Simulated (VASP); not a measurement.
Wanted: the native input for a VASP 6.6.1 run.

```yaml
Task: single point
Functional: r2SCAN
Potentials_or_basis: VASP PAW PBE potentials, release 64 (Pt)
Cutoff: 520 eV
k_mesh: 7 × 7 × 7
Occupations: fermi-dirac, width 0.1 eV
Spin: collinear spin, ferromagnetic start
Starting_moments: "[1.0] μB"
Dipole_correction: no
Further_INCAR_settings: ALGO = Normal; EDIFF = 1e-06; NBANDS = 15
```

Pt:

```
Pt
1.0
     0.00000    1.96976    1.96976
     1.96976    0.00000    1.96976
     1.96976    1.96976    0.00000
Pt
1
Direct
  0.00000 0.00000 0.00000
```

One way to write it, as run:

POSCAR

```
Pt
1.0
    0.0000000000      1.9697586165      1.9697586165
    1.9697586165      0.0000000000      1.9697586165
    1.9697586165      1.9697586165      0.0000000000
Pt
1
Direct
    0.0000000000      0.0000000000      0.0000000000
```

INCAR.step1

```
SYSTEM = Pt
PREC = Accurate
ENCUT = 520
ISMEAR = -1
SIGMA = 0.1
LREAL = .FALSE.
LASPH = .TRUE.
NELM = 150
ISPIN = 2
MAGMOM = 1
LMAXMIX = 4
NBANDS = 15
GGA = PE
ALGO = Normal
EDIFF = 1E-4
LWAVE = .TRUE.
LCHARG = .FALSE.
```

INCAR.step2

```
SYSTEM = Pt
PREC = Accurate
ENCUT = 520
EDIFF = 1E-6
ISMEAR = -1
SIGMA = 0.1
LREAL = .FALSE.
LASPH = .TRUE.
NELM = 150
ALGO = Normal
ISIF = 2
LWAVE = .FALSE.
LCHARG = .FALSE.
ISPIN = 2
MAGMOM = 1
LORBIT = 11
LMAXMIX = 4
METAGGA = R2SCAN
LMIXTAU = .TRUE.
NBANDS = 15
ISTART = 1
```

KPOINTS

```
regular mesh
0
G
  7 7 7
  0 0 0
```

Potentials or basis: VASP PAW PBE potentials, release 64 (Pt).

Launch:

```bash
$ cat potpaw_PBE.64/Pt/POTCAR > POTCAR
$ cp INCAR.step1 INCAR
$ mpirun -np 1 vasp_std > vasp.out
$ cp INCAR.step2 INCAR
$ mpirun -np 1 vasp_std > vasp.out
```

It gave:

```json
{
  "Pressure": "2.5 GPa",
  "Band gap on the k mesh": "zero (filled and empty bands overlap)",
  "Net moment": "0.00 μB per cell",
  "Valence electrons inside the program's atomic spheres": "Pt 9.27"
}
```

Caveat: the k points lie up to 0.39 Å⁻¹ apart; the PAW data sets were made with another functional, which shifts forces and pressure a little; spin-orbit coupling is left out, which moves the levels of the heavy elements.

It took 34 s on 1 thread of Intel Xeon 6975P-C, with other jobs on the host, peak memory 0.16 GiB.
